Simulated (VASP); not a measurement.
# AlN (P6_3mc) in VASP: notebook

Runs on AlN. Level: PBE. Tasks: relaxation of the atoms, single point.

All numbers are computed with VASP 6.6.1; they aren't measurements. Logs are shortened: lines on timing, memory, paths and dates and some standing lists are left out, and cuts for length are marked.

### Step 1. The cell of the first run

It takes space group P6_3mc (No. 186, hexagonal). Conventional cell: a = 2.989 Å, b = 2.989 Å, c = 4.792 Å, α = 90.00°, β = 90.00°, γ = 120.00°. Al (site symmetry 3m) has 4 N at 1.82 to 1.83 Å within 2.4 Å. N (site symmetry 3m) has 4 Al at 1.82 to 1.83 Å within 2.4 Å.

### Step 2. Relaxation of the atoms, PBE (equal strain along all axes, cell held: -4.5 %)

The input, INCAR:

```
PREC = Accurate ; ENCUT = 520
EDIFF = 1E-7 ; ISMEAR = 0
SIGMA = 0.02 ; LREAL = False
LASPH = True ; NELM = 100
ALGO = Normal ; ISIF = 2
LWAVE = False ; LCHARG = False
GGA = PE ; IBRION = 2
NSW = 60 ; EDIFFG = -0.008
```

The input, KPOINTS:

```
regular mesh
0
Gamma
  12 12 6
```

The input, POSCAR:

```
AlN
1.0
    2.9893490409      0.0000000000      0.0000000000
   -1.4946745204      2.5888522102      0.0000000000
    0.0000000000      0.0000000000      4.7922313731
Al N
2 2
Direct
    0.6666666667      0.3333333333      0.4989852239
    0.3333333333      0.6666666667      0.9989852239
    0.6666666667      0.3333333333      0.8810147761
    0.3333333333      0.6666666667      0.3810147761
```

Potentials or basis: VASP PAW PBE potentials, release 64 (Al, N).

On the command line:

```
$ cat potpaw_PBE.64/Al/POTCAR potpaw_PBE.64/N/POTCAR > POTCAR
$ mpirun -np 1 vasp_std > vasp.out
```

OUTCAR:

```text
PREC = Accurate
   ENCUT = 520
   EDIFF = 1E-7
   ISMEAR = 0
   LREAL = False
   LASPH = True
   NELM = 100
   ISIF = 2
   GGA = PE
   IBRION = 2
   NSW = 60
   EDIFFG = -0.008

 ion  position               nearest neighbor table
   1  0.667  0.333  0.499-   4 1.82   4 1.82   4 1.82   3 1.83   2 2.95   2 2.95   2 2.95   2 2.95
                             2 2.95   2 2.95
   2  0.333  0.667  0.999-   3 1.82   3 1.82   3 1.82   4 1.83   1 2.95   1 2.95   1 2.95   1 2.95
                             1 2.95   1 2.95
   3  0.667  0.333  0.881-   2 1.82   2 1.82   2 1.82   1 1.83
   4  0.333  0.667  0.381-   1 1.82   1 1.82   1 1.82   2 1.83

  LATTYP: Found a hexagonal cell.
 ALAT       =     2.9893490409
 C/A-ratio  =     1.6031019822

  Lattice vectors:

 A1 = (   2.9893490409,   0.0000000000,   0.0000000000)
 A2 = (  -1.4946745204,   2.5888522102,   0.0000000000)
 A3 = (   0.0000000000,   0.0000000000,   4.7922313731)

Analysis of symmetry for initial positions (statically):
=====================================================================
 Subroutine PRICEL returns:
 Original cell was already a primitive cell.

 Routine SETGRP: Setting up the symmetry group for a
 hexagonal supercell.

 Subroutine GETGRP returns: Found 12 space group operations
 (whereof  6 operations were pure point group operations)
 out of a pool of 24 trial point group operations.

The static configuration has the point symmetry C_3v.
 The point group associated with its full space group is C_6v.

Analysis of symmetry for dynamics (positions and initial velocities):
=====================================================================
 Subroutine PRICEL returns:
 Original cell was already a primitive cell.

 Routine SETGRP: Setting up the symmetry group for a
 hexagonal supercell.

 Subroutine GETGRP returns: Found 12 space group operations
 (whereof  6 operations were pure point group operations)
 out of a pool of 24 trial point group operations.

The dynamic configuration has the point symmetry C_3v.
 The point group associated with its full space group is C_6v.

 Subroutine INISYM returns: Found 12 space group operations
 (whereof  6 operations are pure point group operations),
 and found     1 'primitive' translations

----------------------------------------------------------------------------------------

                                     Primitive cell

[... 115 lines left out ...]
  volume/ion in A,a.u.               =       9.27        62.57
  Fermi-wavevector in a.u.,A,eV,Ry     =   1.237013  2.337616 20.819651  1.530201
  Thomas-Fermi vector in A             =   2.371598
   LORBIT       =      0    0 simple, 1 ext, 2 COOP (PROOUT), +10 PAW based schemes
   GGA     = PE    functional components
   LHFCALC =     F    Hartree Fock is set to
   AEXX    =    0.0000 exact exchange contribution
   IVDW    =     0    specifies the selected vdW correction
   LEPSILON=     F    determine dielectric tensor
   LRPA    =     F    only Hartree local field effects (RPA)
 conjugate gradient relaxation of ions
 non-spin polarized calculation
 Gauss-broadening in eV      SIGMA  =   0.02
  energy-cutoff  :      520.00
  volume of cell :       37.09
 maximum number of plane-waves:      1026
 NGX is ok and might be reduce to    24
   NGX = 11   NGY = 11   NGZ = 17

--------------------------------------- Ionic step        1  -------------------------------------------

 number of electron      16.0000005 magnetization

 Free energy of the ion-electron system (eV)
  ---------------------------------------------------
  ext. energy  EPLUGINS =         0.00000000
  ---------------------------------------------------
  free energy    TOTEN  =       -29.25007341 eV

  energy without entropy =      -29.25007341  energy(sigma->0) =      -29.25007341

------------------------ aborting loop because EDIFF is reached ----------------------------------------

  FORCE on cell =-STRESS in cart. coord.  units (eV):
  Direction    XX          YY          ZZ          XY          YZ          ZX
  --------------------------------------------------------------------------------------
  -------------------------------------------------------------------------------------
  Total        8.2823021      8.2823021      7.5901978      0.0000000      0.0000000      0.0000000
  in kB      357.7997107    357.7997107    327.9004484      0.0000000      0.0000000      0.0000000
  external PRESSURE =     347.8332899 kB  Pullay stress =       0.0000000 kB
[... 63 lines left out ...]
--------------------------------------- Ionic step        3  -------------------------------------------

 number of electron      16.0000005 magnetization

 Free energy of the ion-electron system (eV)
  ---------------------------------------------------
  ext. energy  EPLUGINS =         0.00000000
  ---------------------------------------------------
  free energy    TOTEN  =       -29.25009017 eV

  energy without entropy =      -29.25009017  energy(sigma->0) =      -29.25009017

 E-fermi :   7.4726     XC(G=0): -11.4392

 val. band max:        7.3604308270   @ k =   0.0000   0.0000   0.0000
 cond. band min:      12.4506780720   @ k =   0.3333   0.3333   0.0000
 fundamental gap:      5.0902472450
 Fermi energy:         7.4725878061

 k-point     1 :       0.0000    0.0000    0.0000
  band No.  band energies     occupation
      1      -8.5810      2.00000
      2      -6.0502      2.00000
      3       0.8014      2.00000
      4       6.4388      2.00000
      5       6.4388      2.00000
      6       7.1095      2.00000
      7       7.1095      2.00000
      8       7.3604      2.00000
      9      12.6499      0.00000
     10      15.1031      0.00000
     11      18.9715      0.00000
     12      19.3909      0.00000
[... 331 lines left out ...]
 k-point    24 :       0.3333    0.0000    0.1667
  band No.  band energies     occupation
      1      -7.0424      2.00000
      2      -5.5672      2.00000
      3       2.0377      2.00000
      4       3.1340      2.00000
      5       3.7690      2.00000
      6       5.4498      2.00000
      7       6.5068      2.00000
      8       6.6604      2.00000
      9      13.6970      0.00000
     10      14.4810      0.00000
     11      16.8246      0.00000
     12      18.4923      0.00000

 [... further k-points ...]

------------------------ aborting loop because EDIFF is reached ----------------------------------------

  FORCE on cell =-STRESS in cart. coord.  units (eV):
  Direction    XX          YY          ZZ          XY          YZ          ZX
  --------------------------------------------------------------------------------------
  -------------------------------------------------------------------------------------
  Total        8.3003124      8.3003124      7.5487134      0.0000000      0.0000000      0.0000000
  in kB      358.5777679    358.5777679    326.1083021      0.0000000      0.0000000      0.0000000
  external PRESSURE =     347.7546126 kB  Pullay stress =       0.0000000 kB
[... 19 lines left out ...]
  FREE ENERGIE OF THE ION-ELECTRON SYSTEM (eV)
  ---------------------------------------------------
  free  energy   TOTEN  =       -29.2500901651 eV

  energy  without entropy=      -29.2500901651  energy(sigma->0) =      -29.25009017

 reached required accuracy - stopping structural energy minimisation
```

OSZICAR:

```text
N       E                     dE             d eps       ncg     rms          rms(c)
DAV:   1     0.546997337630E+02    0.54700E+02   -0.78657E+03  1832   0.121E+03
DAV:   2    -0.307432927587E+02   -0.85443E+02   -0.78401E+02  2644   0.235E+02
DAV:   3    -0.344927884984E+02   -0.37495E+01   -0.37320E+01  2396   0.527E+01
[... 18 lines left out ...]
   2 F= -.29250082E+02 E0= -.29250082E+02  d E =-.847352E-05
       N       E                     dE             d eps       ncg     rms          rms(c)
DAV:   1    -0.292500902145E+02   -0.83281E-05   -0.10512E-03  1824   0.301E-01    0.599E-03
DAV:   2    -0.292500906877E+02   -0.47321E-06   -0.14778E-05  2140   0.353E-02    0.392E-03
DAV:   3    -0.292500901485E+02    0.53926E-06   -0.81297E-07  2072   0.106E-02    0.105E-03
DAV:   4    -0.292500901651E+02   -0.16576E-07   -0.40703E-07  1556   0.527E-03
   3 F= -.29250090E+02 E0= -.29250090E+02  d E =-.167535E-04
```

Run time: 34 s. Hardware: 1 thread of AMD EPYC 7R13 (Zen 3), shared host; peak memory 0.14 GiB.

What came out:

```
Free energy               : -29.2501 eV
Energy gained by relaxing : 0.0 meV/atom
Ionic steps               : 3
Pressure after relaxing   : 34.8 GPa
Band gap on the k mesh    : 5.09 eV (least direct gap 5.29 eV)
```

Stress tensor (GPa, compression positive):
```
35.86  0.00  0.00
 0.00 35.86  0.00
 0.00  0.00 32.61
```

Final structure:
```
Al N
1.0
     2.98935    0.00000    0.00000
    -1.49467    2.58885    0.00000
     0.00000    0.00000    4.79223
Al N
2 2
Direct
  0.66667 0.33333 0.49888
  0.33333 0.66667 0.99888
  0.66667 0.33333 0.88112
  0.33333 0.66667 0.38112
```

Caveat: the cell differs from its parent crystal (equal strain along all axes, cell held: -4.5 %).

### Step 3. Relaxation of the atoms, PBE (equal strain along all axes, cell held: -3.0 %)

The input, INCAR:

```
SYSTEM = AlN
PREC = Accurate
ENCUT = 520
EDIFF = 1E-7
ISMEAR = 0
SIGMA = 0.02
LREAL = .False.
LASPH = .True.
NELM = 100
ALGO = Normal
ISIF = 2
LWAVE = .False.
LCHARG = .False.
GGA = PE
IBRION = 2
NSW = 60
EDIFFG = -0.008
```

The input, KPOINTS:

```
regular mesh
0
Gamma
  12 12 6
  0 0 0
```

The input, POSCAR:

```
AlN
1.0
    3.0363021672      0.0000000000      0.0000000000
   -1.5181510836      2.6295148104      0.0000000000
    0.0000000000      0.0000000000      4.8675020229
Al N
2 2
Direct
    0.6666666667      0.3333333333      0.4991027320
    0.3333333333      0.6666666667      0.9991027320
    0.6666666667      0.3333333333      0.8808972680
    0.3333333333      0.6666666667      0.3808972680
```

Potentials or basis: VASP PAW PBE potentials, release 64 (Al, N).

On the command line:

```
$ cat potpaw_PBE.64/Al/POTCAR potpaw_PBE.64/N/POTCAR > POTCAR
$ mpirun -np 1 vasp_std > vasp.out
```

Run time: 35 s. Hardware: 1 thread of AMD EPYC 7R13 (Zen 3), shared host; peak memory 0.14 GiB.

Results (log left out):

```yaml
Free_energy: -29.5568 eV
Energy_gained_by_relaxing: 0.0 meV/atom
Ionic_steps: 3
Pressure_after_relaxing: 20.9 GPa
Band_gap_on_the_k_mesh: 4.86 eV
```

Stress tensor (GPa, compression positive):
```
21.52  0.00  0.00
 0.00 21.52  0.00
 0.00  0.00 19.65
```

Final structure:
```
CELL_PARAMETERS angstrom
3.03630 0.00000 0.00000
-1.51815 2.62951 0.00000
0.00000 0.00000 4.86750
ATOMIC_POSITIONS crystal
Al 0.66667 0.33333 0.49899
Al 0.33333 0.66667 0.99899
N 0.66667 0.33333 0.88101
N 0.33333 0.66667 0.38101
```

Levels at points of the mesh, in eV from the valence-band top:
```
           k point  band 6  band 7  band 8  band 9  band 10  band 11
(0.00, 0.00, 0.00)   -0.23   -0.23    0.00    4.86     7.31    11.21
(0.50, 0.00, 0.00)   -2.19   -1.88   -0.72    5.95     6.07     8.82
(0.00, 0.00, 0.50)   -0.58   -0.58   -0.58    7.11     7.11    10.92
(0.50, 0.00, 0.50)   -1.53   -1.43   -1.43    5.55     5.55     9.70
```

Caveat: the cell differs from its parent crystal (equal strain along all axes, cell held: -3.0 %). A k mesh can miss the band edges.

[end of part 1 of 2]
